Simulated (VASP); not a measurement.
# W (Fm-3m) in VASP: notebook

The runs below take W through single point, with LDA.

All numbers are computed with VASP 6.6.1; they aren't measurements. Logs are shortened: lines on timing, memory, paths and dates and some standing lists are left out, and cuts for length are marked.

## (1) The cell of the first run

It takes space group Fm-3m (No. 225, cubic). Conventional cell: a = 3.493 Å, b = 3.493 Å, c = 3.493 Å, α = 90.00°, β = 90.00°, γ = 90.00°. Within 3.3 Å of W (site symmetry m-3m) lie 12 W at 2.47 Å.

## (2) Single point, LDA (volume scaled by 0.68)

Input file INCAR:

```
SYSTEM = W
ALGO     = Normal         ! electronic algorithm
EDIFF    = 1E-6           ! SCF threshold, eV
ENCUT    = 520            ! plane-wave cutoff, eV
GGA      = CA             ! functional
ISIF     = 2              ! what is computed and relaxed
ISMEAR   = -1             ! smearing method
LASPH    = .True.         ! aspherical terms in the spheres
LCHARG   = .False.        ! write CHGCAR
LREAL    = .False.        ! projectors in reciprocal space
LWAVE    = .False.        ! write WAVECAR
NBANDS   = 13             ! bands
NELM     = 100            ! most SCF steps
PREC     = Accurate       ! precision mode
SIGMA    = 0.08           ! smearing width, eV
```

Input file KPOINTS:

```
k-points
0
Gamma
  16 16 16
  0 0 0
```

Input file POSCAR:

```
W
1.0
    0.0000000000      1.7466561961      1.7466561961
    1.7466561961      0.0000000000      1.7466561961
    1.7466561961      1.7466561961      0.0000000000
W
1
Direct
    0.0000000000      0.0000000000      0.0000000000
```

Potentials or basis: VASP PAW LDA potentials, release 64 (W_sv).

The run is started by

```bash
$ cat potpaw_LDA.64/W_sv/POTCAR > POTCAR
$ mpirun -np 1 vasp_std > vasp.out
```

OUTCAR:

```text
SYSTEM = W
   EDIFF = 1E-6
   ENCUT = 520
   GGA = CA
   ISIF = 2
   ISMEAR = -1
   LASPH = .True.
   LREAL = .False.
   NELM = 100
   PREC = Accurate

 ion  position               nearest neighbor table
   1  0.000  0.000  0.000-

  LATTYP: Found a face centered cubic cell.
 ALAT       =     3.4933123922

  Lattice vectors:

 A1 = (   0.0000000000,   1.7466561961,   1.7466561961)
 A2 = (   1.7466561961,   0.0000000000,   1.7466561961)
 A3 = (   1.7466561961,   1.7466561961,   0.0000000000)

Analysis of symmetry for initial positions (statically):
=====================================================================
 Subroutine PRICEL returns:
 Original cell was already a primitive cell.

 Routine SETGRP: Setting up the symmetry group for a
 face centered cubic supercell.

 Subroutine GETGRP returns: Found 48 space group operations
 (whereof 48 operations were pure point group operations)
 out of a pool of 48 trial point group operations.

The static configuration has the point symmetry O_h .

Analysis of symmetry for dynamics (positions and initial velocities):
=====================================================================
 Subroutine PRICEL returns:
 Original cell was already a primitive cell.

 Routine SETGRP: Setting up the symmetry group for a
 face centered cubic supercell.

 Subroutine GETGRP returns: Found 48 space group operations
 (whereof 48 operations were pure point group operations)
 out of a pool of 48 trial point group operations.

The dynamic configuration has the point symmetry O_h .

 Subroutine INISYM returns: Found 48 space group operations
 (whereof 48 operations are pure point group operations),
 and found     1 'primitive' translations

----------------------------------------------------------------------------------------

                                     Primitive cell

  volume of cell :      10.6574

  direct lattice vectors                    reciprocal lattice vectors
     0.000000000  1.746656196  1.746656196    -0.286261258  0.286261258  0.286261258
     1.746656196  0.000000000  1.746656196     0.286261258 -0.286261258  0.286261258
     1.746656196  1.746656196  0.000000000     0.286261258  0.286261258 -0.286261258

  length of vectors
     2.470144881  2.470144881  2.470144881     0.495819043  0.495819043  0.495819043

  position of ions in fractional coordinates (direct lattice)
[... 76 lines left out ...]
   NELM   =    100;   NELMIN=  2; NELMDL= -5     # of ELM steps
   EDIFF  = 0.1E-05   stopping-criterion for ELM
   LREAL  =      F    real-space projection
   EDIFFG = 0.1E-04   stopping-criterion for IOM
   NSW    =      0    number of steps for IOM
   IBRION =     -1    ionic relax: 0-MD 1-quasi-New 2-CG
   NFREE  =      0    steps in history (QN), initial steepest desc. (CG)
   ISIF   =      2    stress and relaxation
   ISYM   =      2    0-nonsym 1-usesym 2-fastsym
   POTIM  = 0.5000    time-step for ionic-motion
   TEBEG  =    0.0;   TEEND  =   0.0 temperature during run
   PSTRESS=    0.0 pullay stress
   NELECT =      14.0000    total number of electrons
   NUPDOWN=      -1.0000    fix difference up-down
   EMIN   =  10.00;   EMAX   =-10.00  energy-range for DOS
   EFERMI =   0.00;   METHOD = LEGACY
   ISMEAR =    -1;   SIGMA  =   0.08  broadening in eV -4-tet -1-fermi 0-gaus
   EFERMI_NEDOS =   21; number of points for ismear=-14 and -15
   IALGO  =     38    algorithm
   IMIX   =      4    mixing-type and parameters
     AMIX     =   0.40;   BMIX     =  1.00
     AMIX_MAG =   1.60;   BMIX_MAG =  1.00
  volume/ion in A,a.u.               =      10.66        71.92
  Fermi-wavevector in a.u.,A,eV,Ry     =   1.792944  3.388173 43.737949  3.214649
  Thomas-Fermi vector in A             =   2.855205
   LORBIT       =      0    0 simple, 1 ext, 2 COOP (PROOUT), +10 PAW based schemes
   GGA     = CA    functional components
   LHFCALC =     F    Hartree Fock is set to
   AEXX    =    0.0000 exact exchange contribution
   IVDW    =     0    specifies the selected vdW correction
   LEPSILON=     F    determine dielectric tensor
   LRPA    =     F    only Hartree local field effects (RPA)
 non-spin polarized calculation
  energy-cutoff  :      520.00
  volume of cell :       10.66
 maximum number of plane-waves:       302
   NGX =  9   NGY =  9   NGZ =  9

 number of electron      14.0000004 magnetization

 Free energy of the ion-electron system (eV)
  ---------------------------------------------------
  ext. energy  EPLUGINS =         0.00000000
  ---------------------------------------------------
  free energy    TOTEN  =       -10.57537815 eV

  energy without entropy =      -10.56035504  energy(sigma->0) =      -10.56786660

 E-fermi :  17.5453     XC(G=0): -16.1782

 val. band max:       17.5333867095   @ k =  -0.1875   0.1250   0.0000
 cond. band min:      17.5924654404   @ k =   0.3750   0.0625   0.0000
 fundamental gap:      0.0590787310
 Fermi energy:        17.5452924928

 k-point     1 :       0.0000    0.0000    0.0000
  band No.  band energies     occupation
      1     -55.6157      2.00000
      2     -18.1076      2.00000
      3     -18.1076      2.00000
      4     -18.1076      2.00000
      5       6.8523      2.00000
      6      15.9368      2.00000
      7      15.9368      2.00000
      8      15.9368      2.00000
      9      21.5273      0.00000
     10      21.5273      0.00000
     11      30.4821      0.00000
     12      38.1035      0.00000
     13      38.1035      0.00000
[... 354 lines left out ...]
  band No.  band energies     occupation
      1     -55.5512      2.00000
      2     -18.5831      2.00000
      3     -18.2399      2.00000
      4     -18.1326      2.00000
      5       7.6555      2.00000
      6      15.3137      2.00000
      7      16.2533      2.00000
      8      16.4009      2.00000
      9      20.7372      0.00000
     10      21.4682      0.00000
     11      31.9864      0.00000
     12      36.4534      0.00000
     13      38.7288      0.00000

 [... further k-points ...]
[... 5 lines left out ...]
  --------------------------------------------------------------------------------------
  -------------------------------------------------------------------------------------
  Total       17.6010215     17.6010215     17.6010215      0.0000000      0.0000000      0.0000000
  in kB     2646.0385911   2646.0385911   2646.0385911      0.0000000      0.0000000      0.0000000
  external PRESSURE =    2646.0385911 kB  Pullay stress =       0.0000000 kB

 VOLUME and BASIS-vectors are now :
 -----------------------------------------------------------------------------
  energy-cutoff  :      520.00
  volume of cell :       10.66
      direct lattice vectors                 reciprocal lattice vectors
     0.000000000  1.746656196  1.746656196    -0.286261258  0.286261258  0.286261258
     1.746656196  0.000000000  1.746656196     0.286261258 -0.286261258  0.286261258
     1.746656196  1.746656196  0.000000000     0.286261258  0.286261258 -0.286261258

 POSITION                                       TOTAL-FORCE (eV/Angst)
 -----------------------------------------------------------------------------------
      0.00000      0.00000      0.00000         0.000000      0.000000     -0.000000
 -----------------------------------------------------------------------------------
    total drift:                                0.000000     -0.000000      0.000000

  FREE ENERGIE OF THE ION-ELECTRON SYSTEM (eV)
  ---------------------------------------------------
  free  energy   TOTEN  =       -10.5753781521 eV

  energy  without entropy=      -10.5603550428  energy(sigma->0) =      -10.56786660
```

It took 35 s on 1 thread of AMD EPYC 7R13, shared host; peak memory 0.1 GiB.

What came out:

```
Free energy            : -10.5754 eV
Pressure               : 264.6 GPa
Band gap on the k mesh : zero (band 7 reaches 24.97 eV, above the bottom of band 8 at 15.94 eV)
```

Levels at points of the mesh, in eV from the Fermi level:
| k point | band 4 | band 5 | band 6 | band 7 | band 8 | band 9 | band 10 | band 11 |
| --- | --- | --- | --- | --- | --- | --- | --- | --- |
| (0.00, 0.00, 0.00) | -35.65 | -10.69 | -1.61 | -1.61 | -1.61 | 3.98 | 3.98 | 12.94 |
| (0.50, 0.00, 0.00) | -36.20 | -8.41 | -2.12 | -2.12 | 3.39 | 8.59 | 8.59 | 13.02 |
| (0.50, 0.50, 0.00) | -37.21 | -9.48 | -8.23 | 7.43 | 8.60 | 10.07 | 10.07 | 16.42 |

Caveat: spin-orbit coupling is left out, which moves the levels of the heavy elements.

## (3) Single point, LDA (volume scaled by 0.68)

Input file INCAR:

```
PREC = Accurate ; ENCUT = 520
EDIFF = 1E-7 ; ISMEAR = -1
SIGMA = 0.08 ; LREAL = F
LASPH = T ; NELM = 80
ALGO = Normal ; ISIF = 2
LWAVE = F ; LCHARG = F
GGA = CA ; NBANDS = 13
```

Input file KPOINTS:

```
regular mesh
0
Gamma
  16 16 16
```

POSCAR is that of step 2.

Potentials or basis: VASP PAW LDA potentials, release 64 (W_sv).

The run is started by

```bash
$ cat potpaw_LDA.64/W_sv/POTCAR > POTCAR
$ mpirun -np 1 vasp_std > vasp.out
```

OUTCAR:

```text
PREC = Accurate
   ENCUT = 520
   EDIFF = 1E-7
   ISMEAR = -1
   LREAL = F
   LASPH = T
   NELM = 80
   ISIF = 2
   GGA = CA

 ion  position               nearest neighbor table
   1  0.000  0.000  0.000-

  LATTYP: Found a face centered cubic cell.
 ALAT       =     3.4933123922

  Lattice vectors:

 A1 = (   0.0000000000,   1.7466561961,   1.7466561961)
 A2 = (   1.7466561961,   0.0000000000,   1.7466561961)
 A3 = (   1.7466561961,   1.7466561961,   0.0000000000)

Analysis of symmetry for initial positions (statically):
=====================================================================
 Subroutine PRICEL returns:
 Original cell was already a primitive cell.

 Routine SETGRP: Setting up the symmetry group for a
 face centered cubic supercell.

 Subroutine GETGRP returns: Found 48 space group operations
 (whereof 48 operations were pure point group operations)
 out of a pool of 48 trial point group operations.

The static configuration has the point symmetry O_h .

Analysis of symmetry for dynamics (positions and initial velocities):
=====================================================================
 Subroutine PRICEL returns:
[... 159 lines left out ...]
 Fermi energy:        17.5452924927

 k-point     1 :       0.0000    0.0000    0.0000
  band No.  band energies     occupation
      1     -55.6157      2.00000
      2     -18.1076      2.00000
      3     -18.1076      2.00000
      4     -18.1076      2.00000
      5       6.8523      2.00000
      6      15.9368      2.00000
      7      15.9368      2.00000
      8      15.9368      2.00000
      9      21.5273      0.00000
     10      21.5273      0.00000
     11      30.4821      0.00000
     12      38.1035      0.00000
     13      38.1035      0.00000
[... 354 lines left out ...]
  band No.  band energies     occupation
      1     -55.5512      2.00000
      2     -18.5831      2.00000
      3     -18.2399      2.00000
      4     -18.1326      2.00000
      5       7.6555      2.00000
      6      15.3137      2.00000
      7      16.2533      2.00000
      8      16.4009      2.00000
      9      20.7372      0.00000
     10      21.4682      0.00000
     11      31.9864      0.00000
     12      36.4534      0.00000
     13      38.7288      0.00000

 [... further k-points ...]
[... 5 lines left out ...]
  --------------------------------------------------------------------------------------
  -------------------------------------------------------------------------------------
  Total       17.6010215     17.6010215     17.6010215      0.0000000      0.0000000      0.0000000
  in kB     2646.0385892   2646.0385892   2646.0385892      0.0000000      0.0000000      0.0000000
  external PRESSURE =    2646.0385892 kB  Pullay stress =       0.0000000 kB

 VOLUME and BASIS-vectors are now :
 -----------------------------------------------------------------------------
  energy-cutoff  :      520.00
  volume of cell :       10.66
      direct lattice vectors                 reciprocal lattice vectors
     0.000000000  1.746656196  1.746656196    -0.286261258  0.286261258  0.286261258
     1.746656196  0.000000000  1.746656196     0.286261258 -0.286261258  0.286261258
     1.746656196  1.746656196  0.000000000     0.286261258  0.286261258 -0.286261258

 POSITION                                       TOTAL-FORCE (eV/Angst)
 -----------------------------------------------------------------------------------
      0.00000      0.00000      0.00000        -0.000000     -0.000000      0.000000
 -----------------------------------------------------------------------------------
    total drift:                                0.000000     -0.000000      0.000000

  FREE ENERGIE OF THE ION-ELECTRON SYSTEM (eV)
  ---------------------------------------------------
  free  energy   TOTEN  =       -10.5753781521 eV

  energy  without entropy=      -10.5603550428  energy(sigma->0) =      -10.56786660
```

OSZICAR:

```text
N       E                     dE             d eps       ncg     rms          rms(c)
DAV:   1     0.835085654078E+02    0.83509E+02   -0.74344E+03  3833   0.130E+03
DAV:   2    -0.960209529873E+01   -0.93111E+02   -0.89381E+02  4170   0.328E+02
DAV:   3    -0.110030193045E+02   -0.14009E+01   -0.13969E+01  4170   0.380E+01
DAV:   4    -0.110064056972E+02   -0.33864E-02   -0.33863E-02  4345   0.204E+00
DAV:   5    -0.110064194015E+02   -0.13704E-04   -0.13706E-04  4245   0.125E-01    0.423E+01
DAV:   6    -0.107035874785E+02    0.30283E+00   -0.10791E-01  3895   0.442E+00    0.221E+01
DAV:   7    -0.105775714805E+02    0.12602E+00   -0.10081E-01  3975   0.402E+00    0.555E-01
DAV:   8    -0.105753536728E+02    0.22178E-02   -0.36325E-03  3905   0.891E-01    0.367E-02
DAV:   9    -0.105753694027E+02   -0.15730E-04   -0.42538E-05  4475   0.835E-02    0.174E-02
DAV:  10    -0.105753781512E+02   -0.87485E-05   -0.25527E-06  4050   0.176E-02    0.646E-03
DAV:  11    -0.105753781521E+02   -0.95042E-09   -0.24548E-08  2825   0.194E-03
   1 F= -.10575378E+02 E0= -.10567867E+02  d E =-.150231E-01
```

stdout:

```text
POSCAR found type information on POSCAR W
 POSCAR found :  1 types and       1 ions
 scaLAPACK will be used
 LDA part: xc-table for (Slater(with rela. corr.)+CA(PZ))
 , standard interpolation
 POSCAR, INCAR and KPOINTS ok, starting setup
 FFT: planning ... GRIDC
 FFT: planning ... GRID_SOFT
 FFT: planning ... GRID
 WAVECAR not read
 entering main loop
```

Wall time 36 s (1 thread of AMD EPYC 7R13, shared host); peak memory 0.1 GiB.

Results:

```
Free energy            : -10.5754 eV
Pressure               : 264.6 GPa
Band gap on the k mesh : zero (band 7 reaches 24.97 eV, above the bottom of band 8 at 15.94 eV)
```

Caveat: spin-orbit coupling is left out, which moves the levels of the heavy elements.
